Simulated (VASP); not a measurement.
Li16C (a cell with a defect): single point with LDA

System: Li16C (a cell with a defect).

```xyz
17
Lattice="6.9800 0.0000 0.0000 0.0000 6.9800 0.0000 0.0000 0.0000 6.9800" Properties=species:S:1:pos:R:3 pbc="T T T"
Li   -0.4263    0.7158    0.0026
Li    3.9157    0.7158    0.0026
Li    0.1865    3.2446    0.0022
Li   -0.2579   -0.2775    3.4922
Li    1.7447    1.5861    1.9543
Li    3.3028    3.2446    0.0022
Li    3.7474   -0.2775    3.4922
Li    5.2347    1.9904    1.9351
Li    0.2073    3.6502    3.4922
Li    1.7447    5.5125    1.4886
Li    1.7447    1.5860    5.0300
Li    3.2821    3.6502    3.4922
Li    5.2347    4.5190    1.3215
Li    5.2347    1.9905    5.0503
Li    1.7447    5.5126    5.4956
Li    5.2347    4.5191    5.6630
C     5.2347    2.6163    0.0026
```

| Quantity | Value |
| --- | --- |
| Program | VASP 6.6.1 |
| Task | single point |
| Functional | LDA |
| Potentials or basis | VASP PAW LDA potentials, release 64 (Li_sv, C) |
| Cutoff | 520 eV |
| k mesh | 4 × 4 × 4 |
| Occupations | gaussian, width 0.1 eV |
| Spin | no spin polarisation |

```json
{"Largest force": "0.023 eV/Å", "Band gap on the k mesh": "zero (bands 26 and 27 overlap by 0.28 eV)"}
```

Forces on the atoms (eV/Å):
```
Li  -0.001  0.008  0.001
Li   0.000  0.008  0.001
Li   0.020 -0.003  0.000
Li  -0.004 -0.003  0.000
Li   0.000 -0.005  0.000
Li  -0.019 -0.003  0.000
Li   0.005 -0.003  0.001
Li   0.000  0.004  0.022
Li   0.002  0.001  0.001
Li   0.000  0.005 -0.004
Li   0.000 -0.005 -0.002
Li  -0.002  0.002  0.001
Li   0.000 -0.010 -0.002
Li   0.000  0.004 -0.022
Li   0.000  0.005  0.003
Li   0.000 -0.010  0.001
C   -0.001  0.004  0.001
```

Levels at points of the mesh, in eV from the Fermi level:
```
           k point  band 22  band 23  band 24  band 25  band 26  band 27  band 28  band 29  band 30  band 31
(0.00, 0.00, 0.00)    -0.89    -0.87    -0.41    -0.25     0.07     0.07     0.48     0.54     0.98     0.98
(0.50, 0.00, 0.00)    -1.08    -0.48    -0.43    -0.38    -0.34     0.10     0.34     0.50     1.25     1.40
(0.00, 0.50, 0.00)    -1.32    -0.42    -0.29    -0.29    -0.27     0.18     0.69     0.94     0.94     1.06
(0.00, 0.00, 0.50)    -1.08    -0.48    -0.43    -0.38    -0.34     0.09     0.34     0.50     1.25     1.40
(0.50, 0.50, 0.00)    -1.38    -0.83    -0.65    -0.10     0.02     0.20     0.41     0.54     0.95     1.86
(0.00, 0.50, 0.50)    -1.38    -0.83    -0.65    -0.10     0.02     0.20     0.41     0.54     0.95     1.86
(0.50, 0.00, 0.50)    -1.12    -0.71    -0.71     0.07     0.07     0.09     0.15     0.73     0.73     1.32
(0.50, 0.50, 0.50)    -1.55    -1.41    -1.41    -0.22    -0.22    -0.08     0.84     2.18     2.39     2.39
```

Wall time 12 min on 1 thread of Intel(R) Xeon(R) Platinum 8375C CPU @ 2.90GHz (Ice Lake), with other jobs on the host, peak memory 0.48 GiB.
